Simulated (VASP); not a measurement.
# GeBiO4 (Cmmm) in VASP: further runs, part 2 of 2

VASP 6.6.1. Earlier steps stand in the parts before.

## (4) Relaxation of cell and atoms, PBE

This run uses another cell than the first one, of 14.47 Å³/atom, 1.168 times its volume.

Input file INCAR:

```
PREC = Accurate
ENCUT = 600
EDIFF = 1E-7
ISMEAR = 0
SIGMA = 0.1
LREAL = False
LASPH = True
NELM = 60
ALGO = Normal
ISIF = 3
LWAVE = False
LCHARG = False
GGA = PE
IBRION = 2
NSW = 90
EDIFFG = -0.04
```

Input file KPOINTS:

```
regular mesh
0
Gamma
  4 4 4
```

Input file POSCAR:

```
GeBiO4
1.0
    2.5307328500     -4.2490094900      0.0000000000
    2.5307328500      4.2490094900      0.0000000000
    0.0000000000      0.0000000000      4.0370788600
Ge Bi O
1 1 4
Direct
    0.0000000000      0.0000000000      0.5000000000
    0.5000000000      0.5000000000      0.0000000000
    0.1683163000      0.8316837000      0.0000000000
    0.8316837000      0.1683163000      0.0000000000
    0.0000000000      0.5000000000      0.5000000000
    0.5000000000      0.0000000000      0.5000000000
```

Potentials or basis: VASP PAW PBE potentials, release 64 (Ge_d, Bi_d, O).

Launch:

```sh
> cat potpaw_PBE.64/Ge_d/POTCAR potpaw_PBE.64/Bi_d/POTCAR potpaw_PBE.64/O/POTCAR > POTCAR
> mpirun -np 1 vasp_std > vasp.out
```

OUTCAR:

```text
PREC = Accurate
   ENCUT = 600
   EDIFF = 1E-7
   ISMEAR = 0
   LREAL = False
   LASPH = True
   NELM = 60
   ISIF = 3
   GGA = PE
   IBRION = 2
   NSW = 90
   EDIFFG = -0.04

 ion  position               nearest neighbor table
   1  0.000  0.000  0.500-   2 3.24   2 3.24   2 3.24   2 3.24
   2  0.500  0.500  0.000-   3 2.82   4 2.82   3 2.91   4 2.91   3 2.91   4 2.91   1 3.24   1 3.24
                             1 3.24   1 3.24
   3  0.168  0.832  0.000-   2 2.82   2 2.91   2 2.91
   4  0.832  0.168  0.000-   2 2.82   2 2.91   2 2.91
   5  0.000  0.500  0.500-
   6  0.500  0.000  0.500-

  LATTYP: Found a base centered orthorhombic cell.
 ALAT       =     5.0614657000
 B/A-ratio  =     1.6789640558
 C/A-ratio  =     0.7976106328

  Lattice vectors:

 A1 = (   2.5307328500,  -4.2490094900,   0.0000000000)
 A2 = (   2.5307328500,   4.2490094900,   0.0000000000)
 A3 = (   0.0000000000,   0.0000000000,   4.0370788600)

Analysis of symmetry for initial positions (statically):
=====================================================================
 Subroutine PRICEL returns:
 Original cell was already a primitive cell.

 Routine SETGRP: Setting up the symmetry group for a
 base centered orthorhombic supercell.

 Subroutine GETGRP returns: Found  8 space group operations
 (whereof  8 operations were pure point group operations)
 out of a pool of  8 trial point group operations.

The static configuration has the point symmetry D_2h.

Analysis of symmetry for dynamics (positions and initial velocities):
=====================================================================
 Subroutine PRICEL returns:
 Original cell was already a primitive cell.

 Routine SETGRP: Setting up the symmetry group for a
 base centered orthorhombic supercell.

[... 137 lines left out ...]
   LEPSILON=     F    determine dielectric tensor
   LRPA    =     F    only Hartree local field effects (RPA)
 conjugate gradient relaxation of ions
 non-spin polarized calculation
 Gauss-broadening in eV      SIGMA  =   0.10
  energy-cutoff  :      600.00
  volume of cell :       86.82
 maximum number of plane-waves:      2918
   NGX = 19   NGY = 19   NGZ = 17

--------------------------------------- Ionic step        1  -------------------------------------------

 number of electron      53.0000003 magnetization

 Free energy of the ion-electron system (eV)
  ---------------------------------------------------
  ext. energy  EPLUGINS =         0.00000000
  ---------------------------------------------------
  free energy    TOTEN  =       -24.79456171 eV

  energy without entropy =      -24.75208491  energy(sigma->0) =      -24.77332331

------------------------ aborting loop because EDIFF is reached ----------------------------------------

  FORCE on cell =-STRESS in cart. coord.  units (eV):
  Direction    XX          YY          ZZ          XY          YZ          ZX
  --------------------------------------------------------------------------------------
  -------------------------------------------------------------------------------------
  Total       -3.2845700    -18.7908748     -3.0123477      0.0000000      0.0000000      0.0000000
  in kB      -60.6118970   -346.7578877    -55.5884355      0.0000000      0.0000000      0.0000000
  external PRESSURE =    -154.3194067 kB  Pullay stress =       0.0000000 kB
[... 101 lines left out ...]
  FREE ENERGIE OF THE ION-ELECTRON SYSTEM (eV)
  ---------------------------------------------------
  free  energy   TOTEN  =       -28.2106812173 eV

  energy  without entropy=      -28.1949907816  energy(sigma->0) =      -28.20283600

 E-fermi :  10.7945     XC(G=0): -13.2297

 val. band max:       10.7490596175   @ k =   0.2500   0.0000   0.5000
 cond. band min:      10.9653927805   @ k =   0.5000   0.2500   0.2500
 fundamental gap:      0.2163331630
 Fermi energy:        10.7944516627

 k-point     1 :       0.0000    0.0000    0.0000
  band No.  band energies     occupation
      1     -15.1665      2.00000
      2     -15.1610      2.00000
      3     -15.0204      2.00000
      4     -14.8919      2.00000
      5     -14.8851      2.00000
      6     -13.3658      2.00000
[... 703 lines left out ...]
     30      16.9575      0.00000
     31      16.9881      0.00000

[... ionic steps 4 to 16 ...]

--------------------------------------- Ionic step       17  -------------------------------------------

 number of electron      52.9999973 magnetization

------------------------ aborting loop because EDIFF is reached ----------------------------------------
[... 75 lines left out ...]
--------------------------------------- Ionic step       19  -------------------------------------------

 number of electron      52.9999973 magnetization

 Free energy of the ion-electron system (eV)
  ---------------------------------------------------
  ext. energy  EPLUGINS =         0.00000000
  ---------------------------------------------------
  free energy    TOTEN  =       -30.40762159 eV

  energy without entropy =      -30.39958395  energy(sigma->0) =      -30.40360277

 E-fermi :   6.6350     XC(G=0): -11.3717

 val. band max:        6.5695569069   @ k =   0.2500   0.0000   0.2500
 cond. band min:       6.6630980192   @ k =   0.2500   0.0000   0.5000
 fundamental gap:      0.0935411124
 Fermi energy:         6.6349754810

 k-point     1 :       0.0000    0.0000    0.0000
  band No.  band energies     occupation
      1     -18.7492      2.00000
      2     -18.6567      2.00000
      3     -18.6528      2.00000
      4     -18.6010      2.00000
      5     -18.4812      2.00000
      6     -17.6865      2.00000
[... 736 lines left out ...]
  FREE ENERGIE OF THE ION-ELECTRON SYSTEM (eV)
  ---------------------------------------------------
  free  energy   TOTEN  =       -30.4076215893 eV

  energy  without entropy=      -30.3995839527  energy(sigma->0) =      -30.40360277

 reached required accuracy - stopping structural energy minimisation
```

CONTCAR:

```text
GeBiO4
   1.00000000000000
     2.6701687117347630   -2.9413250427369331    0.0000000000000000
     2.6701687117347630    2.9413250427369331    0.0000000000000000
     0.0000000000000000    0.0000000000000000    4.6973100365058853
  Ge              Bi              O
     1     1     4
Direct
     0.0000000000000000    0.0000000000000000    0.5000000000000000
     0.5000000000000000    0.5000000000000000    0.0000000000000000
     0.1446435231517918    0.8553564768482081    0.0000000000000000
     0.8553564768482081    0.1446435231517918    1.0000000000000000
     0.0000000000000000    0.5000000000000000    0.5000000000000000
     0.5000000000000000    0.0000000000000000    0.5000000000000000

  0.00000000E+00  0.00000000E+00  0.00000000E+00
  0.00000000E+00  0.00000000E+00  0.00000000E+00
  0.00000000E+00  0.00000000E+00  0.00000000E+00
  0.00000000E+00  0.00000000E+00  0.00000000E+00
  0.00000000E+00  0.00000000E+00  0.00000000E+00
  0.00000000E+00  0.00000000E+00  0.00000000E+00
```

Wall time 6.5 min (1 thread of Intel Xeon 6975P-C (Granite Rapids), shared host); peak memory 0.28 GiB.

What came out:

| Property | Result |
| --- | --- |
| Free energy | -30.4076 eV |
| Relaxed volume | 12.30 Å³/atom |
| Relaxed cell | a = 3.973 Å, b = 3.973 Å, c = 4.697 Å, α = 90.00°, β = 90.00°, γ = 95.53° |
| Space group after relaxing (to 0.05 Å) | Cmmm (No. 65) |
| Energy gained by relaxing | 935.5 meV/atom |
| Ionic steps | 19 |
| Pressure after relaxing | 0.1 GPa |
| Largest force after relaxing | 0.013 eV/Å |

Forces on the atoms (eV/Å):
```
Ge   0.000  0.000  0.000
Bi   0.000  0.000  0.000
O    0.000 -0.013  0.000
O    0.000  0.013  0.000
O    0.000  0.000  0.000
O    0.000  0.000  0.000
```

Step by step:
```
step  energy change (eV)  largest force (eV/Å)  pressure (GPa)  volume (Å³)
   1              0.0000                1.0396          -15.43        86.82
   2             -2.8715                0.8711           -1.93        70.02
   3             -3.4161                0.8394            9.53        64.60
   4             -2.7858                1.5256           56.55        54.24
   5             -3.5133                1.1530           15.68        62.50
   6             -4.7903                0.4227           23.03        61.59
   7             -4.7833                0.2386           24.64        61.50
   8             -5.4848                0.2283            0.48        71.22
   9             -5.4909                0.2178           -2.59        73.13
  10             -5.4927                0.2370           -1.67        72.52
  11             -5.5397                0.2253           -0.51        72.99
  12             -5.5411                0.3288           -0.22        73.08
  13             -5.5667                0.1209            0.11        73.08
  14             -5.5942                0.3485            1.35        73.03
  15             -5.6099                0.1847           -0.56        73.88
  16             -5.6100                0.1703           -0.69        73.96
  17             -5.6128                0.0836            0.11        73.77
  18             -5.6129                0.0438           -0.02        73.80
  19             -5.6131                0.0134            0.12        73.78
```

Final structure:
```
CELL_PARAMETERS angstrom
2.67017 -2.94133 0.00000
2.67017 2.94133 0.00000
0.00000 0.00000 4.69731
ATOMIC_POSITIONS crystal
Ge 0.00000 0.00000 0.50000
Bi 0.50000 0.50000 0.00000
O 0.14464 0.85536 0.00000
O 0.85536 0.14464 0.00000
O 0.00000 0.50000 0.50000
O 0.50000 0.00000 0.50000
```

Caveat: the k points lie up to 0.40 Å⁻¹ apart in the final cell; the volume moved by over 15 % at a fixed basis, so the end points are rough; spin-orbit coupling is left out, which moves the levels of the heavy elements; an odd number of electrons without spin polarisation forces a metal; a magnetic or distorted state may lie lower.

## (5) Single point, PBE

Input file INCAR:

```
  PREC = Accurate
  ENCUT = 520
  EDIFF = 1E-6
  ISMEAR = 0
  SIGMA = 0.1
  LREAL = F
  LASPH = T
  NELM = 60
  ALGO = Normal
  ISIF = 2
  LWAVE = F
  LCHARG = F
  GGA = PE
  NBANDS = 36
```

Input file KPOINTS:

```
Automatic mesh
0
Gamma
  10 10 8
```

Input file POSCAR:

```
GeBiO4
1.0
    2.6337732942     -2.9441201275      0.0000000000
    2.6337732942      2.9441201275      0.0000000000
    0.0000000000      0.0000000000      4.7952615884
Ge Bi O
1 1 4
Direct
    0.0000000000      0.0000000000      0.5000000000
    0.5000000000      0.5000000000      0.0000000000
    0.1477470526      0.8522529474      0.0000000000
    0.8522529474      0.1477470526      0.0000000000
    0.0000000000      0.5000000000      0.5000000000
    0.5000000000      0.0000000000      0.5000000000
```

Potentials or basis: VASP PAW PBE potentials, release 64 (Ge_d, Bi_d, O).

Launch:

```sh
> cat potpaw_PBE.64/Ge_d/POTCAR potpaw_PBE.64/Bi_d/POTCAR potpaw_PBE.64/O/POTCAR > POTCAR
> mpirun -np 1 vasp_std > vasp.out
```

OUTCAR:

```text
PREC = Accurate
   ENCUT = 520
   EDIFF = 1E-6
   ISMEAR = 0
   LREAL = F
   LASPH = T
   NELM = 60
   ISIF = 2
   GGA = PE

 ion  position               nearest neighbor table
   1  0.000  0.000  0.500-   5 1.98   6 1.98   5 1.98   6 1.98
   2  0.500  0.500  0.000-   3 2.07   4 2.07   3 2.77   4 2.77   3 2.77   4 2.77
   3  0.148  0.852  0.000-   4 1.74   2 2.07   2 2.77   2 2.77
   4  0.852  0.148  0.000-   3 1.74   2 2.07   2 2.77   2 2.77
   5  0.000  0.500  0.500-   1 1.98   1 1.98
   6  0.500  0.000  0.500-   1 1.98   1 1.98

  LATTYP: Found a base centered orthorhombic cell.
 ALAT       =     5.2675465884
 B/A-ratio  =     1.1178335409
[... 1141 lines left out ...]
  -------------------------------------------------------------------------------------
  Total        0.0048523      0.2870596     -0.0867021      0.0000000      0.0000000      0.0000000
  in kB        0.1045407      6.1845262     -1.8679445      0.0000000      0.0000000      0.0000000
  external PRESSURE =       1.4737075 kB  Pullay stress =       0.0000000 kB

 VOLUME and BASIS-vectors are now :
 -----------------------------------------------------------------------------
  energy-cutoff  :      520.00
  volume of cell :       74.37
      direct lattice vectors                 reciprocal lattice vectors
     2.633773294 -2.944120128  0.000000000     0.189841700 -0.169830027  0.000000000
     2.633773294  2.944120128  0.000000000     0.189841700  0.169830027  0.000000000
     0.000000000  0.000000000  4.795261588     0.000000000  0.000000000  0.208539197

 POSITION                                       TOTAL-FORCE (eV/Angst)
 -----------------------------------------------------------------------------------
      0.00000      0.00000      2.39763         0.000000      0.000000     -0.000000
      2.63377      0.00000      0.00000        -0.000000     -0.000000     -0.000000
      2.63377      2.07415      0.00000         0.000000      0.073928      0.000000
      2.63377     -2.07415      0.00000         0.000000     -0.073928     -0.000000
      1.31689      1.47206      2.39763         0.000000     -0.000000     -0.000000
      1.31689     -1.47206      2.39763         0.000000      0.000000     -0.000000
 -----------------------------------------------------------------------------------
    total drift:                                0.000000      0.000000     -0.000000

  FREE ENERGIE OF THE ION-ELECTRON SYSTEM (eV)
  ---------------------------------------------------
  free  energy   TOTEN  =       -30.4370615125 eV

  energy  without entropy=      -30.4340955778  energy(sigma->0) =      -30.43557855
```

Wall time 2.5 min (1 thread of Intel Xeon 6975P-C (Granite Rapids), shared host); peak memory 0.45 GiB.

Results:

* Free energy: -30.4371 eV
* Pressure: 0.1 GPa
* Largest force: 0.074 eV/Å

Forces in eV/Å, atoms in the order of the input:
```
Ge   0.000  0.000  0.000
Bi   0.000  0.000  0.000
O    0.000  0.074  0.000
O    0.000 -0.074  0.000
O    0.000  0.000  0.000
O    0.000  0.000  0.000
```

Stress tensor (GPa, compression positive):
```
 0.01  0.00  0.00
 0.00  0.62  0.00
 0.00  0.00 -0.19
```

Caveat: spin-orbit coupling is left out, which moves the levels of the heavy elements; an odd number of electrons without spin polarisation forces a metal; a magnetic or distorted state may lie lower.

## (6) Summary

| task | cell | k mesh | cutoff (eV) | gap on the mesh (eV) | pressure (GPa) | largest force (eV/Å) |
| --- | --- | --- | --- | --- | --- | --- |
| single point | a = 3.961, b = 3.961, c = 4.760 Å, angles 90.0, 90.0, 95.7°, 6 atoms | 4 × 4 × 4 | 520 | none | 0.2 | 0.06 |
| single point | a = 4.946, b = 4.946, c = 4.037 Å, angles 90.0, 90.0, 118.4°, 6 atoms | 4 × 4 × 4 | 520 | none | -15.4 | 1.04 |
| relaxation of cell and atoms | relaxed from a = 4.946, b = 4.946, c = 4.037 Å, angles 90.0, 90.0, 118.4°, 6 atoms | 4 × 4 × 4 | 600 | none | 0.1 | 0.01 |
| single point | a = 3.950, b = 3.950, c = 4.795 Å, angles 90.0, 90.0, 96.4°, 6 atoms | 10 × 10 × 8 | 520 | none | 0.1 | 0.07 |

Alike in all rows: level PBE; potentials or basis VASP PAW PBE potentials, release 64 (Ge_d, Bi_d, O); no spin polarisation; smearing gaussian 0.1 eV.

Caveats: some runs use coarse meshes; spin-orbit coupling is left out, which moves the levels of the heavy elements; an odd number of electrons without spin polarisation forces a metal; a magnetic or distorted state may lie lower; the volume moved by over 15 % at a fixed basis, so the end points are rough (some runs).

Total energies depend on the potentials used, so only differences within one code and one set of settings carry meaning.
